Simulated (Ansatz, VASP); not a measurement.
## O in VASP and in Ansatz

```
O
1.0
     1.70780    0.98600    3.80519
    -1.70780    0.98600    3.80519
     0.00000   -1.97200    3.80519
O
2
Direct
  0.05461 0.05461 0.05461
  0.94539 0.94539 0.94539
```

Change from the starting cell: volume scaled by 1.06.

Alike in both runs: task single point; functional PBE; k mesh 9 × 9 × 9; occupations fermi-dirac, width 0.05 eV; no spin polarisation.

|  | VASP | Ansatz |
| --- | --- | --- |
| version | VASP 6.6.1 | Ansatz 0.2.0 |
| potentials or method | VASP PAW PBE potentials, release 64 (O) | Ansatz PAW |
| plane-wave cutoff (eV) | 520 | 420 |
| valence electrons in the cell | 12 | 12 |

Ansatz gave:

| Item | Value |
| --- | --- |
| gap on the k mesh at the Fermi level (eV) | none |
| pressure (GPa) | -5.2 |
| traceless stress, the component that is largest in VASP (GPa) | -4.52 |
| rms of the force components (eV/Å) | 1.045 |

Question: Which values does VASP return?

Answer: gap on the k mesh at the Fermi level (eV): none; pressure (GPa): -3.9; traceless stress, the component that is largest in VASP (GPa): -1.44; rms of the force components (eV/Å): 0.529.

Atom by atom the forces differ by 0.516 eV/Å (rms over components). A gap of «none» marks a metal or a gap that the smearing closes. With one functional, cell and mesh, what is left measures potentials, basis and numerics.

Noted on VASP's run: the standard files for N, O and F lose accuracy on very short bonds; spin is off for a triplet molecule. Noted on Ansatz's run: spin is off for a triplet molecule.
